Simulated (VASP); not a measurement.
**Zn: single point with LDA**

Zn:

```
CELL_PARAMETERS angstrom
-1.46544 1.50564 1.56586
1.46544 -1.50564 1.56586
1.46544 1.50564 -1.56586
ATOMIC_POSITIONS crystal
Zn 0.00000 0.00000 0.00000
```

This cell differs from its parent crystal: normal strain along x -0.0267, normal strain along z +0.0400.

```
Program                : VASP 6.6.1
Task                   : single point
Functional             : LDA
Potentials or basis    : VASP PAW LDA potentials, release 64 (Zn)
Cutoff                 : 520 eV
k mesh                 : 20 × 20 × 20
Occupations            : gaussian, width 0.15 eV
Spin                   : no spin polarisation
Dipole correction      : no
Further INCAR settings : ALGO = Fast; EDIFF = 1e-06; NBANDS = 12
```

| Item | Value |
| --- | --- |
| Pressure | -0.5 GPa |
| Band gap on the k mesh | zero (band 6 reaches 7.18 eV, above the bottom of band 7 at 2.55 eV) |

Stress tensor (GPa, compression positive):
```
-2.37  0.00  0.00
 0.00 -0.53  0.00
 0.00  0.00  1.50
```

Levels at points of the mesh, in eV from the Fermi level:
```csv
k point,band 4,band 5,band 6,band 7,band 8,band 9
"(0.00, 0.00, 0.00)",-8.18,-7.71,-7.60,19.89,20.02,20.87
"(0.50, 0.00, 0.00)",-7.62,-7.25,-3.36,-1.24,12.80,14.22
"(0.00, 0.50, 0.00)",-7.56,-7.25,-3.19,-0.94,12.12,13.47
"(0.50, 0.50, 0.00)",-7.55,-7.23,-2.96,-0.53,11.22,12.44
"(0.50, 0.50, 0.50)",-7.33,-7.32,3.13,4.37,5.30,7.59
```

It took 110 s on 1 thread of Intel(R) Xeon(R) 6975P-C (Granite Rapids), with other jobs on the host, peak memory 0.29 GiB.

Caveat: the cell differs from its parent crystal (normal strain along x -0.0267, normal strain along z +0.0400).
